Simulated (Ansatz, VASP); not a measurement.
## One calculation of InP, two programs

INCAR

```
SYSTEM = InP
PREC     = Accurate       ! precision mode
ENCUT    = 520            ! plane-wave cutoff, eV
EDIFF    = 1E-6           ! SCF threshold, eV
ISMEAR   = 0              ! smearing method
SIGMA    = 0.05           ! smearing width, eV
LREAL    = .False.        ! projectors in reciprocal space
LASPH    = .True.         ! aspherical terms in the spheres
NELM     = 60             ! most SCF steps
ALGO     = Normal         ! electronic algorithm
ISIF     = 2              ! what is computed and relaxed
LWAVE    = .False.        ! write WAVECAR
LCHARG   = .False.        ! write CHGCAR
GGA      = CA             ! functional
NBANDS   = 16             ! bands
```

The input KPOINTS:

```
regular mesh
0
Gamma
  12 12 12
  0 0 0
```

File POSCAR:

```
InP
1.0
    0.0000000000      3.0603671113      2.8803455165
    2.8803455165      0.0000000000      2.8803455165
    2.8803455165      3.0603671113      0.0000000000
In P
1 1
Direct
    0.0000000000      0.0000000000      0.0000000000
    0.7500000000      0.7500000000      0.7500000000
```

Input for Ansatz:

```yaml
crystal:
  lattice:
    - [0.0, 3.0603671113, 2.8803455165]
    - [2.8803455165, 0.0, 2.8803455165]
    - [2.8803455165, 3.0603671113, 0.0]
  atoms:
    - { symbol: In, position: [0.0, 0.0, 0.0] }
    - { symbol: P, position: [0.75, 0.75, 0.75] }
basis:
  ecutwfc: 420
kpoints:
  mp_grid: { grid: [12, 12, 12] }
hamiltonian:
  xc: lda
  pseudopotentials: { kind: paw, azcp: { folder: soft_1 } }
scf:
  occupations: { method: gaussian, width: 0.05 }
output:
  forces: true
  stress: true
  eigenvalues: true
  write_density: true
  write_potential: true
  elf: true
  volumetric_format: npy
```

Alike in both runs: task single point; functional LDA; k mesh 12 × 12 × 12; occupations gaussian, width 0.05 eV; no spin polarisation.

|  | VASP | Ansatz |
| --- | --- | --- |
| version | VASP 6.6.1 | Ansatz 0.2.0 |
| potentials or method | VASP PAW LDA potentials, release 64 (In_d, P), cutoff 520 eV | scalar-relativistic, plane waves, PAW |
| valence electrons in the cell | 18 | 18 |

|  | VASP | Ansatz | Ansatz less VASP |
| --- | --- | --- | --- |
| gap on the k mesh at the Fermi level (eV) | 0.34 | 0.31 | -0.031 |
| least direct gap on the mesh (eV) | 0.34 | 0.31 | -0.031 |
| pressure (GPa) | -1.8 | -1.8 | -0.01 |
| traceless stress, the component that is largest in VASP (GPa) | -2.01 | -2.02 | -0.002 |

Ansatz warns that its potentials were made for another functional, while VASP's fit it. LDA's correlation is that of Perdew and Zunger in VASP and of Perdew and Wang (1992) in Ansatz.
